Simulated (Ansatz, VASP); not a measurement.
**One calculation of HfN, two programs**

The input INCAR:

```
SYSTEM = HfN
PREC = Accurate
ENCUT = 520
EDIFF = 1E-6
ISMEAR = -1
SIGMA = 0.08
LREAL = .FALSE.
LASPH = .TRUE.
NELM = 100
ALGO = Normal
ISIF = 2
LWAVE = .FALSE.
LCHARG = .FALSE.
GGA = PE
NBANDS = 14
```

File KPOINTS:

```
regular mesh
0
G
  14 14 14
  0 0 0
```

File POSCAR:

```
HfN
1.0
    0.0000000000      2.4162351310      2.4162351310
    2.4162351310      0.0000000000      2.4162351310
    2.4162351310      2.4162351310      0.0000000000
Hf N
1 1
Direct
    0.0000000000      0.0000000000      0.0000000000
    0.2500000000      0.2500000000      0.2500000000
```

Input for Ansatz:

```yaml
crystal:
  lattice:
    - [0.0, 2.416235131, 2.416235131]
    - [2.416235131, 0.0, 2.416235131]
    - [2.416235131, 2.416235131, 0.0]
  atoms:
    - { symbol: Hf, position: [0.0, 0.0, 0.0] }
    - { symbol: "N", position: [0.25, 0.25, 0.25] }
kpoints:
  mp_grid: { grid: [14, 14, 14] }
scf:
  occupations: { method: fermi_dirac, width: 0.08 }
hamiltonian:
  xc: pbe
  pseudopotentials: { kind: all_electron, lapw: { basis_error: 0.001 } }
output:
  forces: true
  stress: true
  eigenvalues: true
  populations: true
```

Change from the starting cell: volume scaled by 0.95, LAPW.

Alike in both runs: task single point; functional PBE; k mesh 14 × 14 × 14; occupations fermi-dirac, width 0.08 eV; no spin polarisation.

|  | VASP | Ansatz |
| --- | --- | --- |
| version | VASP 6.6.1 | Ansatz 0.2.0 |
| potentials or method | VASP PAW PBE potentials, release 64 (Hf_pv, N), cutoff 520 eV | all-electron LAPW, scalar-relativistic |

VASP gave:

```
pressure (GPa) : 9.9
```

What did Ansatz give for the same quantities?

Pressure (GPa): 10.9.

Ansatz ran all-electron here, and VASP with PAW potentials.

Neither program's run includes spin-orbit coupling.
